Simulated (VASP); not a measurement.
The system is Al2Ru.

```
CELL_PARAMETERS angstrom
-1.56042 1.56042 4.22181
1.56042 -1.56042 4.22181
1.56042 1.56042 -4.22181
ATOMIC_POSITIONS crystal
Al 0.65920 0.65920 0.00000
Al 0.34080 0.34080 0.00000
Ru 0.00000 0.00000 0.00000
```

Base run:

- Program: VASP 6.6.1
- Functional: r2SCAN
- Potentials or basis: VASP PAW PBE potentials, release 64 (Al, Ru_pv)
- Cutoff: 520 eV
- k mesh: 10 × 10 × 10
- Occupations: gaussian, width 0.1 eV
- Spin: no spin polarisation

Its results: band gap on the k mesh 0.08 eV, indirect (least direct gap 0.68 eV); pressure 0.0 GPa; largest force 0.004 eV/Å.

**Question.** The run is repeated on the same cell with these changes: k mesh from 10 × 10 × 10 to 6 × 6 × 6. What comes out?

**Answer.** Band gap on the k mesh 0.20 eV, indirect (least direct gap 0.67 eV); pressure 0.0 GPa; largest force 0.010 eV/Å.

Caveats: some runs use coarse meshes; the PAW data sets were made with another functional, which shifts forces and pressure a little.

A k mesh can miss the band edges.
